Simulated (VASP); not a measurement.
Write the native input for VASP 6.6.1 that does the following.

```
Task                   : single point
Functional             : PBE
Potentials or basis    : VASP PAW PBE potentials, release 64 (B, As)
Cutoff                 : 500 eV
k mesh                 : 2 × 2 × 2
Occupations            : gaussian, width 0.01 eV
Spin                   : no spin polarisation
Dipole correction      : no
Further INCAR settings : ALGO = Normal; EDIFF = 1e-06; NBANDS = 11
```

The structure of BAs lies in POSCAR:

```
BAs
1.0
    0.0000000000      2.3216190800      2.3216190800
    2.3216190800      0.0000000000      2.3216190800
    2.3216190800      2.3216190800      0.0000000000
B As
1 1
Direct
    0.0000000000      0.0000000000      0.0000000000
    0.2500000000      0.2500000000      0.2500000000
```

These files were run (other wordings do the same):

INCAR

```
SYSTEM = BAs
PREC = Accurate
ENCUT = 500
EDIFF = 1E-6
ISMEAR = 0
SIGMA = 0.01
LREAL = .False.
LASPH = .True.
NELM = 120
ALGO = Normal
ISIF = 2
LWAVE = .False.
LCHARG = .False.
GGA = PE
NBANDS = 11
GGA_COMPAT = .False.
```

KPOINTS

```
Automatic mesh
0
Gamma
  2 2 2
  0 0 0
```

Potentials or basis: VASP PAW PBE potentials, release 64 (B, As).

Command:

```console
$ cat potpaw_PBE.64/B/POTCAR potpaw_PBE.64/As/POTCAR > POTCAR
$ mpirun -np 1 vasp_std > vasp.out
```

Results of the run:

```json
{
  "Pressure": "32.5 GPa",
  "Band gap on the k mesh": "1.13 eV, indirect (least direct gap 3.22 eV)"
}
```

Caveat: the k points lie up to 1.17 Å⁻¹ apart.

Wall time 6.7 s on 1 thread of Intel Xeon 8259CL, with other jobs on the host, peak memory 0.13 GiB.
